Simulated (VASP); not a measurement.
Here is a VASP 6.6.1 calculation.

Contents of INCAR:

```
PREC = Accurate
ENCUT = 520
EDIFF = 1E-8
ISMEAR = -1
SIGMA = 0.05
LREAL = False
LASPH = True
NELM = 80
ALGO = Normal
ISIF = 2
LWAVE = False
LCHARG = False
GGA = PE
LEFG = True
NBANDS = 18
```

Contents of KPOINTS:

```
regular mesh
0
Gamma
  13 13 13
```

POSCAR

```
ZnAu
1.0
    3.1470000000      0.0000000000      0.0000000000
    0.0000000000      3.1470000000      0.0000000000
    0.0000000000      0.0000000000      3.1470000000
Zn Au
1 1
Direct
    0.5000000000      0.5000000000      0.5000000000
    0.0000000000      0.0000000000      0.0000000000
```

Potentials or basis: VASP PAW PBE potentials, release 64 (Zn, Au).

Command:

```console
$ cat potpaw_PBE.64/Zn/POTCAR potpaw_PBE.64/Au/POTCAR > POTCAR
$ mpirun -np 1 vasp_std > vasp.out
```

Problem. Predict the pressure.

Solution. 5.0 GPa.

Caveat: without QUAD_EFG the Cq values of the log hold for a quadrupole moment of 1 mb, not for the nuclei.
